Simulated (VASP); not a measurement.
SrCl2: single point with PBE

SrCl2:

```
CELL_PARAMETERS angstrom
8.81450 0.00000 0.00000
-4.40725 7.63358 0.00000
0.00000 0.00000 5.59607
ATOMIC_POSITIONS crystal
Sr 0.96840 0.99582 0.00478
Sr 0.98141 0.48521 0.87129
Sr 0.49104 0.00514 0.01888
Sr 0.52182 0.50825 0.08900
Cl 0.14862 0.36790 0.19113
Cl 0.37673 0.20265 0.78495
Cl 0.16032 0.83705 0.26798
Cl 0.37380 0.66330 0.75996
Cl 0.66506 0.30096 0.27583
Cl 0.84868 0.16349 0.69669
Cl 0.72089 0.82531 0.33175
Cl 0.79815 0.65313 0.73137
```

```json
{
  "Program": "VASP 6.6.1",
  "Task": "single point",
  "Functional": "PBE",
  "Potentials or basis": "VASP PAW PBE potentials, release 64 (Sr_sv, Cl)",
  "Cutoff": "520 eV",
  "k mesh": "3 × 3 × 2",
  "Occupations": "fermi-dirac, width 0.19 eV",
  "Spin": "no spin polarisation",
  "Dipole correction": "no",
  "Further INCAR settings": "ALGO = Normal; EDIFF = 1e-06; NBANDS = 60"
}
```

```json
{"Pressure": "1.5 GPa", "Largest force": "1.414 eV/Å", "Band gap on the k mesh": "4.66 eV"}
```

Forces in eV/Å, atoms in the order of the input:
```
Sr   1.323  0.412 -0.280
Sr   0.439  0.997  0.410
Sr   0.184 -1.002 -0.242
Sr  -0.466 -0.330 -0.072
Cl   0.119 -0.476  0.388
Cl  -0.514 -0.197 -0.162
Cl  -0.058 -0.076 -0.496
Cl  -0.283  0.386  0.127
Cl   0.398  0.758 -0.021
Cl  -0.395 -0.784  0.121
Cl  -0.966  0.282 -0.561
Cl   0.217  0.030  0.789
```

Stress tensor (GPa, compression positive):
```
 0.94 -0.49  0.55
-0.49  2.27 -0.13
 0.55 -0.13  1.30
```

Levels at points of the mesh, in eV from the valence-band top:
```tsv
k point	band 45	band 46	band 47	band 48	band 49	band 50	band 51	band 52
(0.00, 0.00, 0.00)	-0.56	-0.42	-0.30	0.00	4.66	5.19	5.36	5.45
(0.00, 0.00, 0.50)	-0.47	-0.36	-0.22	-0.13	5.65	5.68	6.05	6.12
```

It took 4.2 min on 1 thread of Intel(R) Xeon(R) Platinum 8488C (Sapphire Rapids) (shared host), peak memory 0.56 GiB.

Caveat: the k points lie up to 0.56 Å⁻¹ apart; forces of over 1 eV/Å act on the atoms, so gaps and moduli don't describe the material at rest.
